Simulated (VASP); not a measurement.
A run of VASP 6.6.1:

Contents of INCAR:

```
SYSTEM = BeNi
  PREC = Accurate
  ENCUT = 520
  EDIFF = 1E-8
  ISMEAR = -1
  SIGMA = 0.05
  LREAL = .FALSE.
  LASPH = .TRUE.
  NELM = 100
  ALGO = Normal
  ISIF = 2
  LWAVE = .FALSE.
  LCHARG = .FALSE.
  GGA = PS
  NBANDS = 13
  IBRION = 8
  NSW = 1
```

KPOINTS

```
Automatic mesh
0
G
  16 16 16
  0 0 0
```

File POSCAR:

```
BeNi
1.0
    2.5659647247      0.0000000000      0.0000000000
    0.0000000000      2.5659647247      0.0000000000
    0.0000000000      0.0000000000      2.5659647247
Be Ni
1 1
Direct
    0.0000000000      0.0000000000      0.0000000000
    0.5000000000      0.5000000000      0.5000000000
```

Potentials or basis: VASP PAW PBE potentials, release 64 (Be, Ni).

Run with:

```bash
$ cat potpaw_PBE.64/Be/POTCAR potpaw_PBE.64/Ni/POTCAR > POTCAR
$ mpirun -np 1 vasp_std > vasp.out
```

Hardware: 1 thread of Intel Xeon 8259CL, with other jobs on the host.

Task: How long does it take, and how much memory?

Result: Run time: 4.9 min on 1 thread of Intel Xeon 8259CL, with other jobs on the host, peak memory 0.34 GiB. Counts: scf iterations 39, k points 165.
